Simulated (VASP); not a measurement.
Here is a VASP 6.6.1 calculation.

Contents of INCAR:

```
ALGO = Fast ; EDIFF = 1E-6
ENCUT = 520 ; GGA = RP
ISIF = 2 ; ISMEAR = -1
LASPH = T ; LCHARG = T
LELF = T ; LREAL = F
LVHAR = T ; LWAVE = F
NBANDS = 11 ; NELM = 60
PREC = Accurate ; SIGMA = 0.05
```

The input KPOINTS:

```
k-points
0
Gamma
  12 12 12
```

The input POSCAR:

```
Pt
1.0
   -1.5904831152      1.5904831152      1.5904831152
    1.5904831152     -1.5904831152      1.5904831152
    1.5904831152      1.5904831152     -1.5904831152
Pt
1
Direct
    0.0000000000      0.0000000000      0.0000000000
```

Potentials or basis: VASP PAW PBE potentials, release 64 (Pt).

Launch:

```sh
$ cat potpaw_PBE.64/Pt/POTCAR > POTCAR
$ mpirun -np 1 vasp_std > vasp.out
```

Task: Estimate the pressure.

Result: -0.5 GPa.

Task: Estimate the band gap on the k mesh.

Result: Zero (band 5 reaches 10.93 eV, above the bottom of band 6 at 8.84 eV).

Caveat: the PAW data sets were made with another functional, which shifts forces and pressure a little; spin-orbit coupling is left out, which moves the levels of the heavy elements.
